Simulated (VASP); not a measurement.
Set up this calculation in VASP 6.6.1, as the native input.

```
Task                               : single point
Functional                         : HSE06
Potentials or basis                : VASP PAW PBE potentials, release 64 (Ti_sv, Sn_d, O)
Cutoff                             : 520 eV
k mesh                             : 1 × 1 × 1
Occupations                        : fermi-dirac, width 0.05 eV
Spin                               : no spin polarisation
Dipole correction                  : no
Grid for exact exchange (PRECFOCK) : Fast
Further INCAR settings             : LREAL = Auto; ALGO = Normal; EDIFF = 1e-07; NBANDS = 337
Share of exact exchange            : 0.25
Screening parameter                : 0.2079 1/Å
```

Ti17Sn7O48:

```xyz
72
Lattice="9.3153 0.0000 0.0000 0.0000 9.3175 0.0000 0.0000 0.0000 9.0411" Properties=species:S:1:pos:R:3 pbc="T T T"
Ti    0.0804    9.2651    0.0431
Ti    0.0338    0.0020    3.0636
Ti    0.0030    0.0688    5.9994
Ti    0.0284    4.7258    3.1001
Ti    0.0500    4.6631    5.9552
Ti    4.6083    0.0063    0.0377
Ti    4.6194    0.0663    2.9543
Ti    4.6257    4.6427    8.9875
Ti    4.5884    4.7204    6.0759
Ti    2.2334    2.3331    1.5830
Ti    2.3447    2.3213    4.6093
Ti    2.3388    2.3365    7.6162
Ti    2.4015    7.0233    1.4606
Ti    2.3029    7.0076    4.4501
Ti    2.2419    7.0302    7.4719
Ti    6.9597    2.4460    4.5166
Ti    6.9324    7.0939    4.5247
Sn    0.0746    4.6475    9.0324
Sn    4.6154    9.3173    6.0149
Sn    4.6121    4.6539    3.0253
Sn    6.9962    2.2908    1.5426
Sn    7.0002    2.2996    7.5000
Sn    7.0010    6.9898    1.5320
Sn    6.9957    6.9759    7.4951
O     1.4214    1.4287    0.0056
O     1.4163    1.4051    3.0066
O     1.4508    1.3993    6.0166
O     1.4723    6.1302    9.0293
O     1.4485    6.0817    3.0091
O     1.4122    6.0930    6.0411
O     6.0282    1.3616    9.0400
O     6.0319    1.3931    3.1119
O     6.1004    1.3950    5.9297
O     6.0459    6.0207    9.0388
O     6.0929    6.0672    3.1029
O     6.0229    6.0657    5.9204
O     3.1864    3.2572    9.0410
O     3.1906    3.1810    3.0195
O     3.2502    3.1981    6.0120
O     3.2179    7.9170    9.0358
O     3.2362    7.8714    3.0171
O     3.1819    7.8621    6.0190
O     7.9406    3.2144    9.0389
O     7.9186    3.2674    3.1045
O     7.9488    3.2474    5.9360
O     7.9958    7.8956    9.0356
O     7.9457    7.9225    3.1013
O     7.9173    7.9436    5.9266
O     0.9350    3.7038    1.5989
O     0.9456    3.7557    4.5123
O     0.9612    3.7065    7.4307
O     0.9475    8.4136    1.5085
O     0.9369    8.4042    4.5186
O     0.9285    8.4061    7.5317
O     5.5284    3.7467    1.4296
O     5.5685    3.7220    4.6050
O     5.5180    3.7825    7.5223
O     5.5243    8.4522    1.5141
O     5.5570    8.3789    4.4286
O     5.5391    8.4183    7.6078
O     3.7357    0.9008    1.5107
O     3.6795    0.9067    4.4269
O     3.7181    0.9448    7.6101
O     3.7257    5.6134    1.4282
O     3.6657    5.5676    4.6089
O     3.7401    5.5662    7.5256
O     8.4579    0.8289    1.5172
O     8.4836    0.9112    4.5157
O     8.4765    0.8464    7.5186
O     8.4518    5.5332    1.5922
O     8.4697    5.5709    4.5241
O     8.4290    5.5170    7.4356
```

These files were run (other wordings do the same):

POSCAR

```
Ti17Sn7O48
1.0
    9.3152750000      0.0000000000      0.0000000000
    0.0000000000      9.3174990000      0.0000000000
    0.0000000000      0.0000000000      9.0411230000
Ti Sn O
17 7 48
Direct
    0.0086330000      0.9943810000      0.0047700000
    0.0036330000      0.0002180000      0.3388550000
    0.0003170000      0.0073830000      0.6635650000
    0.0030540000      0.5071970000      0.3428880000
    0.0053690000      0.5004680000      0.6586750000
    0.4947020000      0.0006740000      0.0041670000
    0.4958910000      0.0071210000      0.3267630000
    0.4965690000      0.4982820000      0.9940650000
    0.4925700000      0.5066150000      0.6720250000
    0.2397550000      0.2504040000      0.1750890000
    0.2517070000      0.2491370000      0.5098180000
    0.2510760000      0.2507650000      0.8423900000
    0.2578020000      0.7537770000      0.1615460000
    0.2472140000      0.7520930000      0.4922080000
    0.2406710000      0.7545120000      0.8264390000
    0.7471300000      0.2625210000      0.4995600000
    0.7442000000      0.7613530000      0.5004620000
    0.0080120000      0.4987900000      0.9990300000
    0.4954630000      0.9999740000      0.6652840000
    0.4951080000      0.4994800000      0.3346110000
    0.7510470000      0.2458620000      0.1706190000
    0.7514720000      0.2468090000      0.8295420000
    0.7515570000      0.7501810000      0.1694440000
    0.7509890000      0.7486900000      0.8290040000
    0.1525840000      0.1533390000      0.0006190000
    0.1520360000      0.1508050000      0.3325420000
    0.1557440000      0.1501830000      0.6654710000
    0.1580560000      0.6579220000      0.9986880000
    0.1554930000      0.6527150000      0.3328270000
    0.1516020000      0.6539330000      0.6681750000
    0.6471280000      0.1461370000      0.9998770000
    0.6475270000      0.1495170000      0.3441930000
    0.6548840000      0.1497140000      0.6558550000
    0.6490360000      0.6461680000      0.9997380000
    0.6540710000      0.6511580000      0.3432010000
    0.6465570000      0.6509990000      0.6548330000
    0.3420590000      0.3495810000      0.9999860000
    0.3425180000      0.3414040000      0.3339790000
    0.3489120000      0.3432350000      0.6649570000
    0.3454480000      0.8496880000      0.9994090000
    0.3474110000      0.8447950000      0.3337110000
    0.3415830000      0.8437960000      0.6657310000
    0.8524320000      0.3449860000      0.9997570000
    0.8500660000      0.3506770000      0.3433740000
    0.8533060000      0.3485230000      0.6565610000
    0.8583550000      0.8473970000      0.9993850000
    0.8529720000      0.8502780000      0.3430230000
    0.8499230000      0.8525490000      0.6555130000
    0.1003740000      0.3975060000      0.1768420000
    0.1015160000      0.4030810000      0.4990840000
    0.1031860000      0.3977980000      0.8218760000
    0.1017200000      0.9029920000      0.1668450000
    0.1005760000      0.9019750000      0.4997820000
    0.0996790000      0.9021880000      0.8330450000
    0.5934740000      0.4021140000      0.1581180000
    0.5977840000      0.3994650000      0.5093400000
    0.5923640000      0.4059530000      0.8320070000
    0.5930390000      0.9071280000      0.1674730000
    0.5965500000      0.8992650000      0.4898330000
    0.5946220000      0.9034900000      0.8414630000
    0.4010250000      0.0966760000      0.1670960000
    0.3950000000      0.0973100000      0.4896420000
    0.3991350000      0.1014030000      0.8417190000
    0.3999580000      0.6024590000      0.1579660000
    0.3935100000      0.5975420000      0.5097740000
    0.4015000000      0.5973870000      0.8323760000
    0.9079600000      0.0889600000      0.1678060000
    0.9107230000      0.0977950000      0.4994570000
    0.9099580000      0.0908380000      0.8315970000
    0.9073060000      0.5938460000      0.1761030000
    0.9092230000      0.5978920000      0.5003920000
    0.9048540000      0.5921090000      0.8224180000
```

INCAR.step1

```
SYSTEM = Ti17Sn7O48
PREC     = Accurate       ! precision mode
ENCUT    = 520            ! plane-wave cutoff, eV
EDIFF    = 1E-5           ! SCF threshold, eV
ISMEAR   = -1             ! smearing method
SIGMA    = 0.05           ! smearing width, eV
LREAL    = Auto         
LASPH    = .TRUE.         ! aspherical terms in the spheres
NELM     = 100            ! most SCF steps
ALGO     = Normal         ! electronic algorithm
ISIF     = 2              ! what is computed and relaxed
LWAVE    = .TRUE.         ! write WAVECAR
LCHARG   = .FALSE.        ! write CHGCAR
GGA      = PE             ! functional
NBANDS   = 337            ! bands
LUSENCCL = .FALSE.
```

INCAR.step2

```
SYSTEM = Ti17Sn7O48
PREC     = Accurate       ! precision mode
ENCUT    = 520            ! plane-wave cutoff, eV
EDIFF    = 1E-7           ! SCF threshold, eV
ISMEAR   = -1             ! smearing method
SIGMA    = 0.05           ! smearing width, eV
LREAL    = Auto         
LASPH    = .TRUE.         ! aspherical terms in the spheres
NELM     = 100            ! most SCF steps
ALGO     = Normal         ! electronic algorithm
ISIF     = 2              ! what is computed and relaxed
LWAVE    = .FALSE.        ! write WAVECAR
LCHARG   = .FALSE.        ! write CHGCAR
GGA      = PE             ! functional
LHFCALC  = .TRUE.         ! exact exchange
HFSCREEN = 0.2079         ! screening, 1/A
PRECFOCK = Fast         
ISTART   = 1            
NBANDS   = 337            ! bands
LUSENCCL = .FALSE.
```

KPOINTS

```
regular mesh
0
G
  1 1 1
  0 0 0
```

Potentials or basis: VASP PAW PBE potentials, release 64 (Ti_sv, Sn_d, O).

Command:

```sh
$ cat potpaw_PBE.64/Ti_sv/POTCAR potpaw_PBE.64/Sn_d/POTCAR potpaw_PBE.64/O/POTCAR > POTCAR
$ cp INCAR.step1 INCAR
$ mpirun -np 1 vasp_gam > vasp.out
$ cp INCAR.step2 INCAR
$ mpirun -np 1 vasp_gam > vasp.out
```

It gave:

- Pressure: -1.1 GPa
- Largest force: 0.349 eV/Å
- Band gap on the k mesh: 3.67 eV

Caveat: the k points lie up to 0.69 Å⁻¹ apart; the PAW data sets were made with another functional, which shifts forces and pressure a little; spin-orbit coupling is left out, which moves the levels of the heavy elements.

Run time: 15 min on 1 × NVIDIA H100 80GB with 1 thread of Intel(R) Xeon(R) Platinum 8481C CPU @ 2.70GHz (Sapphire Rapids), with other jobs on the host, peak memory 1.5 GiB.
